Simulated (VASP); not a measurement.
A run of VASP 6.6.1:

File INCAR:

```
  PREC = Accurate
  ENCUT = 520
  EDIFF = 1E-6
  ISMEAR = -1
  SIGMA = 0.1
  LREAL = F
  LASPH = T
  NELM = 60
  ALGO = Normal
  ISIF = 2
  LWAVE = F
  LCHARG = F
  GGA = PE
  NBANDS = 13
```

File KPOINTS:

```
Automatic mesh
0
Gamma
  19 19 10
```

Contents of POSCAR:

```
Se
1.0
    2.3086364249      0.0000000000      0.0000000000
   -1.1543182125      1.9993377921      0.0000000000
    0.0000000000      0.0000000000      3.5910023813
Se
2
Direct
    0.3333333333      0.6666666667      0.2500000000
    0.6666666667      0.3333333333      0.7500000000
```

Potentials or basis: VASP PAW PBE potentials, release 64 (Se).

Run with:

```bash
$ cat potpaw_PBE.64/Se/POTCAR > POTCAR
$ mpirun -np 1 vasp_std > vasp.out
```

Hardware: 1 thread of Intel(R) Xeon(R) 6975P-C (Granite Rapids), with other jobs on the host.

Task: Estimate the wall time of this run.

Result: It took 23 s on 1 thread of Intel(R) Xeon(R) 6975P-C (Granite Rapids), on a shared host, peak memory 0.16 GiB. Counts: scf iterations 11, k points 240.
